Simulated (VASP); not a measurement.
Be, 1 atom in the cell. Symmetry: Pm-3m, No. 221, cubic system. The conventional cell has a = 1.812 Å, b = 1.812 Å, c = 1.812 Å, α = 90.00°, β = 90.00°, γ = 90.00°. Be (site symmetry m-3m) has 6 Be at 1.81 Å within 2.4 Å.  This cell differs from its parent crystal: volume scaled by 0.58.

- Program: VASP 6.6.1
- Task: single point
- Functional: PBE
- Potentials or basis: VASP PAW PBE potentials, release 64 (Be)
- Cutoff: 600 eV
- k mesh: 20 × 20 × 20
- Occupations: fermi-dirac, width 0.1 eV
- Spin: no spin polarisation
- Dipole correction: no
- Further INCAR settings: ALGO = Normal; EDIFF = 1e-06; NBANDS = 7

Potentials or basis: VASP PAW PBE potentials, release 64 (Be).

Command:

```bash
$ cat potpaw_PBE.64/Be/POTCAR > POTCAR
$ mpirun -np 1 vasp_std > vasp.out
```

Hardware: 1 thread of AMD EPYC 7R13, with other jobs on the host.

Problem. Estimate the wall time of this run.

Solution. Wall time 21 s on 1 thread of AMD EPYC 7R13, on a shared host, peak memory 0.08 GiB. Counts: scf iterations 10, k points 286.
